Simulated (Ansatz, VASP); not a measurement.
Ge16N: VASP beside Ansatz

```xyz
17
Lattice="0.0000 5.6600 5.6600 5.6600 0.0000 5.6600 5.6600 5.6600 0.0000" Properties=species:S:1:pos:R:3 pbc="T T T"
Ge    0.1289    0.2874   -0.1247
Ge    1.5071    1.3233    1.6451
Ge    2.5431    2.7017   -0.1244
Ge    4.3689    4.1215    1.2969
Ge    3.0349   -0.2053    2.6228
Ge    4.0179    1.3181    4.1521
Ge    5.7908    2.6997    3.1211
Ge    7.1718    4.4723    4.1528
Ge    0.0416    2.7881    2.9188
Ge    1.4338    4.3145    4.2269
Ge    2.9327    5.5571    2.7265
Ge    4.1751    7.0561    4.2269
Ge    2.7446    2.7864    5.6152
Ge    4.4570    4.0330    6.8632
Ge    5.7031    5.7457    5.6154
Ge    7.0939    7.0561    7.1418
N     6.5194    7.6312   10.4654
```

Alike in both runs: functional PBE; k mesh 2 × 2 × 2; occupations fermi-dirac, width 0.05 eV; no spin polarisation.

Ansatz relaxed the structure, and its values are those at the end. VASP's run is a single point on that final structure, the one shown.

```csv
,VASP,Ansatz
version,VASP 6.6.1,Ansatz 0.2.0
potentials or method,"VASP PAW PBE potentials, release 64 (Ge_d, N), cutoff 520 eV","scalar-relativistic, plane waves, PAW"
valence electrons in the cell,229,229
```

|  | VASP | Ansatz | Ansatz less VASP |
| --- | --- | --- | --- |
| rms of the force components (eV/Å) | 0.016 | 0.017 | +0.0013 |

The k mesh is coarse, so the values compare programs but aren't converged.
